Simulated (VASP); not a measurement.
A run of VASP 6.6.1 is set up as follows.

The input INCAR:

```
  PREC = Accurate
  ENCUT = 600
  EDIFF = 1E-7
  ISMEAR = 0
  SIGMA = 0.02
  LREAL = False
  LASPH = True
  NELM = 60
  ALGO = Normal
  ISIF = 3
  LWAVE = False
  LCHARG = False
  GGA = CA
  IBRION = 2
  NSW = 100
  EDIFFG = -0.005
```

The input KPOINTS:

```
regular mesh
0
Gamma
  12 12 6
```

POSCAR

```
GaN
1.0
    3.1889304000      0.0000000000      0.0000000000
   -1.5944652000      2.7616947400      0.0000000000
    0.0000000000      0.0000000000      5.1923572500
Ga N
2 2
Direct
    0.6666666700      0.3333333300      0.4990837100
    0.3333333300      0.6666666700      0.9990837100
    0.6666666700      0.3333333300      0.8759162900
    0.3333333300      0.6666666700      0.3759162900
```

Potentials or basis: VASP PAW LDA potentials, release 64 (Ga_d, N).

Run with:

```console
$ cat potpaw_LDA.64/Ga_d/POTCAR potpaw_LDA.64/N/POTCAR > POTCAR
$ mpirun -np 1 vasp_std > vasp.out
```

**Question.** What does it give for the relaxed cell?

**Answer.** a = 3.157 Å, b = 3.157 Å, c = 5.146 Å, α = 90.00°, β = 90.00°, γ = 120.00°.

**Question.** What does it give for the band gap on the k mesh?

**Answer.** 2.11 eV, direct.

**Question.** Predict the relaxed volume.

**Answer.** 11.11 Å³/atom.

**Question.** Estimate the space group after relaxing (to 0.05 Å).

**Answer.** P6_3mc (No. 186).

The path:
| step | energy change (eV) | largest force (eV/Å) | pressure (GPa) | volume (Å³) |
| --- | --- | --- | --- | --- |
| 1 | 0.0000 | 0.0078 | -5.50 | 45.73 |
| 2 | -0.0001 | 0.0224 | 6.03 | 43.18 |
| 3 | -0.0230 | 0.0142 | -0.04 | 44.43 |
| 4 | -0.0230 | 0.0144 | 0.08 | 44.40 |
| 5 | -0.0230 | 0.0018 | -0.14 | 44.44 |
| 6 | -0.0230 | 0.0040 | -0.03 | 44.43 |
| 7 | -0.0230 | 0.0031 | -0.06 | 44.43 |
| 8 | -0.0230 | 0.0002 | 0.01 | 44.42 |
